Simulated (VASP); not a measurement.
# Ga3PN2 (P6/mmm) in VASP: further runs

Runs on Ga3PN2. Level: PBE. Tasks: single point.

All numbers are computed with VASP 6.6.1; they aren't measurements. Logs are shortened: lines on timing, memory, paths and dates and some standing lists are left out, and cuts for length are marked.

## Step 1: The cell of the first run

Symmetry: P6/mmm, No. 191, hexagonal system. Conventional cell: a = 5.620 Å, b = 5.620 Å, c = 2.856 Å, α = 90.00°, β = 90.00°, γ = 120.00°. Ga (site symmetry mmm) has 4 N at 2.16 Å and 6 Ga at 2.81 to 2.86 Å within 2.9 Å. Within 3.8 Å of P (site symmetry 6/mmm) lie 2 P at 2.86 Å and 12 Ga at 3.15 Å and 6 N at 3.24 Å. Within 2.9 Å of N (site symmetry -6m2) lie 6 Ga at 2.16 Å and 2 N at 2.86 Å.

The cell was built from a structure type or drawn by symmetry, and may not be a known phase.

## Step 2: Single point, PBE, collinear spin, ferromagnetic start

INCAR reads:

```
  ALGO = Normal
  EDIFF = 1E-6
  ENCUT = 520
  GGA = PE
  ISIF = 2
  ISMEAR = 0
  ISPIN = 2
  LASPH = True
  LCHARG = False
  LORBIT = 11
  LREAL = False
  LWAVE = False
  MAGMOM = 0 0 0 0 1 1
  NBANDS = 40
  NELM = 150
  PREC = Accurate
  SIGMA = 0.1
```

KPOINTS reads:

```
k-points
0
Gamma
  6 6 4
```

POSCAR reads:

```
Ga3PN2
1.0
    5.6202594340      0.0000000000      0.0000000000
   -2.8101297170      4.8672874457      0.0000000000
    0.0000000000      0.0000000000      2.8560161101
Ga P N
3 1 2
Direct
    0.5000000000      0.0000000000      0.5000000000
    0.0000000000      0.5000000000      0.5000000000
    0.5000000000      0.5000000000      0.5000000000
    0.0000000000      0.0000000000      0.0000000000
    0.3333333333      0.6666666667      0.0000000000
    0.6666666667      0.3333333333      0.0000000000
```

Potentials or basis: VASP PAW PBE potentials, release 64 (Ga_d, P, N).

The run is started by

```sh
cat potpaw_PBE.64/Ga_d/POTCAR potpaw_PBE.64/P/POTCAR potpaw_PBE.64/N/POTCAR > POTCAR
mpirun -np 1 vasp_std > vasp.out
```

OUTCAR:

```text
EDIFF = 1E-6
   ENCUT = 520
   GGA = PE
   ISIF = 2
   ISMEAR = 0
   ISPIN = 2
   LASPH = True
   LORBIT = 11
   LREAL = False
   NELM = 150
   PREC = Accurate

 ion  position               nearest neighbor table
   1  0.500  0.000  0.500-   5 2.16   6 2.16   5 2.16   6 2.16   2 2.81   3 2.81   3 2.81   2 2.81

   2  0.000  0.500  0.500-   5 2.16   6 2.16   5 2.16   6 2.16   1 2.81   1 2.81   3 2.81   3 2.81

   3  0.500  0.500  0.500-   5 2.16   6 2.16   5 2.16   6 2.16   1 2.81   1 2.81   2 2.81   2 2.81

   4  0.000  0.000  0.000-
   5  0.333  0.667  0.000-   1 2.16   1 2.16   2 2.16   2 2.16   3 2.16   3 2.16
   6  0.667  0.333  0.000-   1 2.16   1 2.16   2 2.16   2 2.16   3 2.16   3 2.16

  LATTYP: Found a hexagonal cell.
 ALAT       =     5.6202594340
 C/A-ratio  =     0.5081644617

  Lattice vectors:

 A1 = (   5.6202594340,   0.0000000000,   0.0000000000)
 A2 = (  -2.8101297170,   4.8672874457,   0.0000000000)
 A3 = (   0.0000000000,   0.0000000000,   2.8560161101)

Analysis of symmetry for initial positions (statically):
=====================================================================
 Subroutine PRICEL returns:
 Original cell was already a primitive cell.

 Routine SETGRP: Setting up the symmetry group for a
 hexagonal supercell.

 Subroutine GETGRP returns: Found 24 space group operations
 (whereof 24 operations were pure point group operations)
 out of a pool of 24 trial point group operations.

The static configuration has the point symmetry D_6h.

Analysis of symmetry for dynamics (positions and initial velocities):
=====================================================================
 Subroutine PRICEL returns:
 Original cell was already a primitive cell.

 Routine SETGRP: Setting up the symmetry group for a
 hexagonal supercell.

 Subroutine GETGRP returns: Found 24 space group operations
 (whereof 24 operations were pure point group operations)
 out of a pool of 24 trial point group operations.

The dynamic configuration has the point symmetry D_6h.

Analysis of structural, dynamic, and magnetic symmetry:
=====================================================================
 Subroutine PRICEL returns:
 Original cell was already a primitive cell.

 Routine SETGRP: Setting up the symmetry group for a
 hexagonal supercell.

 Subroutine GETGRP returns: Found 24 space group operations
 (whereof 24 operations were pure point group operations)
 out of a pool of 24 trial point group operations.

The overall configuration has the point symmetry D_6h.

 Subroutine INISYM returns: Found 24 space group operations
 (whereof 24 operations are pure point group operations),
 and found     1 'primitive' translations

----------------------------------------------------------------------------------------

                                     Primitive cell

  volume of cell :      78.1275

  direct lattice vectors                    reciprocal lattice vectors
     5.620259434  0.000000000  0.000000000     0.177927729  0.102726622  0.000000000
    -2.810129717  4.867287446  0.000000000     0.000000000  0.205453245  0.000000000
     0.000000000  0.000000000  2.856016110     0.000000000  0.000000000  0.350138081

  length of vectors
     5.620259434  5.620259434  2.856016110     0.205453245  0.205453245  0.350138081

  position of ions in fractional coordinates (direct lattice)
     0.500000000  0.000000000  0.500000000
     1.000000000  0.500000000  0.500000000
     0.500000000  0.500000000  0.500000000
     0.000000000  0.000000000  0.000000000
     0.333333333  0.666666667  0.000000000
     0.666666667  0.333333333  0.000000000

  ion indices of the primitive-cell ions
   primitive index   ion index
                 1           1
                 2           2
                 3           3
                 4           4
                 5           5
                 6           6

[... 32 lines left out ...]
  0.166667  0.166667  0.000000      6.000000
  0.333333  0.166667  0.000000     12.000000
[... 13 lines left out ...]
  0.333333  0.166667  0.500000     12.000000
  0.333333  0.333333  0.500000      2.000000
   k-points           NKPTS =     21   k-points in BZ     NKDIM =     21   number of bands    NBANDS=     40
   number of dos      NEDOS =    301   number of ions     NIONS =      6
   total plane-waves  NPLWV =  42336
   dimension x,y,z NGX =    42 NGY =   42 NGZ =   24
   dimension x,y,z NGXF=    84 NGYF=   84 NGZF=   48
   ions per type =               3   1   2
   NGX,Y,Z   is equivalent  to a cutoff of  12.42, 12.42, 13.97 a.u.
   NGXF,Y,Z  is equivalent  to a cutoff of  24.85, 24.85, 27.94 a.u.
 SYSTEM =  unknown system
   PREC   = accura    normal or accurate (medium, high low for compatibility)
   ISTART =      0    job   : 0-new  1-cont  2-samecut
   ICHARG =      2    charge: 1-file 2-atom 10-const
   ISPIN  =      2    spin polarized calculation?
   LNONCOLLINEAR =      F non collinear calculations
   LSORBIT =      F    spin-orbit coupling
   LASPH  =      T    aspherical Exc in radial PAW
   ENCUT  =  520.0 eV  38.22 Ry    6.18 a.u.  10.45 10.45  5.31*2*pi/ulx,y,z
   NELM   =    150;   NELMIN=  2; NELMDL= -5     # of ELM steps
   EDIFF  = 0.1E-05   stopping-criterion for ELM
   LREAL  =      F    real-space projection
   EDIFFG = 0.1E-04   stopping-criterion for IOM
   NSW    =      0    number of steps for IOM
   IBRION =     -1    ionic relax: 0-MD 1-quasi-New 2-CG
   NFREE  =      0    steps in history (QN), initial steepest desc. (CG)
   ISIF   =      2    stress and relaxation
   ISYM   =      2    0-nonsym 1-usesym 2-fastsym
   POTIM  = 0.5000    time-step for ionic-motion
   TEBEG  =    0.0;   TEEND  =   0.0 temperature during run
   PSTRESS=    0.0 pullay stress
   NELECT =      54.0000    total number of electrons
   NUPDOWN=      -1.0000    fix difference up-down
   EMIN   =  10.00;   EMAX   =-10.00  energy-range for DOS
   EFERMI =   0.00;   METHOD = LEGACY
   ISMEAR =     0;   SIGMA  =   0.10  broadening in eV -4-tet -1-fermi 0-gaus
   EFERMI_NEDOS =   21; number of points for ismear=-14 and -15
   IALGO  =     38    algorithm
   IMIX   =      4    mixing-type and parameters
     AMIX     =   0.40;   BMIX     =  1.00
     AMIX_MAG =   1.60;   BMIX_MAG =  1.00
  volume/ion in A,a.u.               =      13.02        87.87
  Fermi-wavevector in a.u.,A,eV,Ry     =   1.447454  2.735291 28.505877  2.095123
  Thomas-Fermi vector in A             =   2.565407
   LORBIT       =     11    0 simple, 1 ext, 2 COOP (PROOUT), +10 PAW based schemes
   GGA     = PE    functional components
   LHFCALC =     F    Hartree Fock is set to
   AEXX    =    0.0000 exact exchange contribution
   IVDW    =     0    specifies the selected vdW correction
   LEPSILON=     F    determine dielectric tensor
   LRPA    =     F    only Hartree local field effects (RPA)
 spin polarized calculation
 Gauss-broadening in eV      SIGMA  =   0.10
  energy-cutoff  :      520.00
  volume of cell :       78.13
 maximum number of plane-waves:      2128
 NGX is ok and might be reduce to    42
   NGX = 21   NGY = 21   NGZ = 11

 number of electron      53.9999971 magnetization       0.0428471

 number of electron      53.9999971 magnetization      -0.0006146

 Free energy of the ion-electron system (eV)
  ---------------------------------------------------
  ext. energy  EPLUGINS =         0.00000000
  ---------------------------------------------------
  free energy    TOTEN  =       -27.35256147 eV

  energy without entropy =      -27.34395494  energy(sigma->0) =      -27.34825820

 E-fermi :   7.1701     XC(G=0): -11.7306

 val. band max:        7.1579273873   @ k =   0.1667   0.0000   0.5000
 cond. band min:       7.2717611699   @ k =   0.3333   0.3333   0.0000
 fundamental gap:      0.1138337826
 Fermi energy:         7.1700583618

 spin component 1

 k-point     1 :       0.0000    0.0000    0.0000
  band No.  band energies     occupation
      1     -10.4565      1.00000
      2      -8.4243      1.00000
      3      -8.3937      1.00000
      4      -8.3566      1.00000
      5      -8.3566      1.00000
      6      -8.3026      1.00000
[... 871 lines left out ...]
     38      14.9848      0.00000
     39      14.9848      0.00000
 Fermi energy:         7.1700583618

 spin component 2

 k-point     1 :       0.0000    0.0000    0.0000
  band No.  band energies     occupation
      1     -10.4566      1.00000
      2      -8.4243      1.00000
      3      -8.3937      1.00000
      4      -8.3566      1.00000
      5      -8.3566      1.00000
      6      -8.3026      1.00000
[... 871 lines left out ...]
     38      14.9848      0.00000
     39      14.9848      0.00000
 [bands above 39 left out]

------------------------ aborting loop because EDIFF is reached ----------------------------------------

  FORCE on cell =-STRESS in cart. coord.  units (eV):
  Direction    XX          YY          ZZ          XY          YZ          ZX
  --------------------------------------------------------------------------------------
  -------------------------------------------------------------------------------------
  Total        0.1536371      0.1536371      0.2116715      0.0000000     -0.0000000      0.0000000
  in kB        3.1506678      3.1506678      4.3407927      0.0000000     -0.0000000      0.0000000
  external PRESSURE =       3.5473761 kB  Pullay stress =       0.0000000 kB

 VOLUME and BASIS-vectors are now :
 -----------------------------------------------------------------------------
  energy-cutoff  :      520.00
  volume of cell :       78.13
      direct lattice vectors                 reciprocal lattice vectors
     5.620259434  0.000000000  0.000000000     0.177927729  0.102726622  0.000000000
    -2.810129717  4.867287446  0.000000000     0.000000000  0.205453245  0.000000000
     0.000000000  0.000000000  2.856016110     0.000000000  0.000000000  0.350138081

 POSITION                                       TOTAL-FORCE (eV/Angst)
 -----------------------------------------------------------------------------------
      2.81013      0.00000      1.42801        -0.000000      0.000000      0.000000
     -1.40506      2.43364      1.42801        -0.000000      0.000000      0.000000
      1.40506      2.43364      1.42801        -0.000000      0.000000      0.000000
      0.00000      0.00000      0.00000        -0.000000      0.000000      0.000000
     -0.00000      3.24486      0.00000        -0.000000      0.000000      0.000000
      2.81013      1.62243      0.00000         0.000000     -0.000000     -0.000000
 -----------------------------------------------------------------------------------
    total drift:                                0.000000     -0.000000      0.000000

  FREE ENERGIE OF THE ION-ELECTRON SYSTEM (eV)
  ---------------------------------------------------
  free  energy   TOTEN  =       -27.3525614667 eV

  energy  without entropy=      -27.3439549378  energy(sigma->0) =      -27.34825820

 total charge

# of ion       s       p       d       tot
------------------------------------------
    1        0.842   0.602  10.089  11.533
    2        0.842   0.602  10.089  11.533
    3        0.842   0.602  10.089  11.533
    4        1.146   1.226   0.000   2.372
    5        1.282   2.354   0.000   3.637
    6        1.282   2.354   0.000   3.637
--------------------------------------------------
tot          6.237   7.740  30.268  44.244

 magnetization (x)

# of ion       s       p       d       tot
------------------------------------------
    1        0.000   0.000   0.000   0.000
    2        0.000   0.000   0.000   0.000
    3        0.000   0.000   0.000   0.000
    4       -0.000  -0.000   0.000  -0.000
    5       -0.000  -0.000   0.000  -0.000
    6       -0.000  -0.000   0.000  -0.000
--------------------------------------------------
tot         -0.000  -0.000   0.000  -0.000
```

Wall time 2.3 min (1 thread of Intel Xeon Platinum 8259CL at 2.50GHz (Skylake/Cascade Lake), shared host); peak memory 0.28 GiB.

Results:

| Quantity | Value |
| --- | --- |
| Free energy | -27.3526 eV |
| Pressure | 0.4 GPa |
| Band gap on the k mesh | zero (filled and empty bands overlap) |
| Net moment | 0.00 μB per cell |
| Valence electrons inside the program's atomic spheres | Ga 11.53; P 2.37; N 3.64 |

Caveat: the k points lie up to 0.55 Å⁻¹ apart, too coarse for converged energies and pressures of a metal.

## Step 3: Single point, PBE

This run uses another cell than the first one, of 13.08 Å³/atom.

INCAR reads:

```
PREC     = Accurate       # precision mode
ENCUT    = 520            # plane-wave cutoff, eV
EDIFF    = 1E-7           # SCF threshold, eV
ISMEAR   = 0              # smearing method
SIGMA    = 0.1            # smearing width, eV
LREAL    = False          # projectors in reciprocal space
LASPH    = True           # aspherical terms in the spheres
NELM     = 60             # most SCF steps
ALGO     = Normal         # electronic algorithm
ISIF     = 2              # what is computed and relaxed
LWAVE    = False          # write WAVECAR
LCHARG   = False          # write CHGCAR
GGA      = PE             # functional
NBANDS   = 36             # bands
```

KPOINTS reads:

```
regular mesh
0
Gamma
  12 12 14
```

POSCAR: that of step 2 with these lines changed.

```diff
@@ -2,5 +2,5 @@
 1.0
-    5.6202594340      0.0000000000      0.0000000000
-   -2.8101297170      4.8672874457      0.0000000000
-    0.0000000000      0.0000000000      2.8560161101
+    5.6537115552      0.0000000000      0.0000000000
+   -2.8268557776      4.8962578325      0.0000000000
+    0.0000000000      0.0000000000      2.8353068418
 Ga P N
```

Potentials or basis: VASP PAW PBE potentials, release 64 (Ga_d, P, N).

The run is started by

```sh
cat potpaw_PBE.64/Ga_d/POTCAR potpaw_PBE.64/P/POTCAR potpaw_PBE.64/N/POTCAR > POTCAR
mpirun -np 1 vasp_std > vasp.out
```

Wall time 8 min (1 thread of Intel Xeon Platinum 8259CL at 2.50GHz (Skylake/Cascade Lake), shared host); peak memory 0.45 GiB.

The run converged. Its results:

```
Free energy            : -27.2968 eV
Pressure               : 0.4 GPa
Band gap on the k mesh : zero (bands 27 and 28 overlap by 1.94 eV)
```

Stress tensor (GPa, compression positive):
```
0.30 0.00 0.00
0.00 0.30 0.00
0.00 0.00 0.48
```

Levels at points of the mesh, in eV from the Fermi level:
```
           k point  band 24  band 25  band 26  band 27  band 28  band 29  band 30  band 31
(0.00, 0.00, 0.00)    -1.83    -1.77    -1.77    -1.45     3.60     3.60     4.12     4.21
(0.50, 0.00, 0.00)    -2.39    -2.35    -1.94    -0.23     1.83     2.74     3.00     3.20
(0.00, 0.00, 0.50)    -2.94    -2.94    -1.62    -1.62    -0.26    -0.26     0.36     0.36
(0.50, 0.00, 0.50)    -3.67    -2.64    -2.28    -0.21     0.21     0.29     0.69     3.78
```
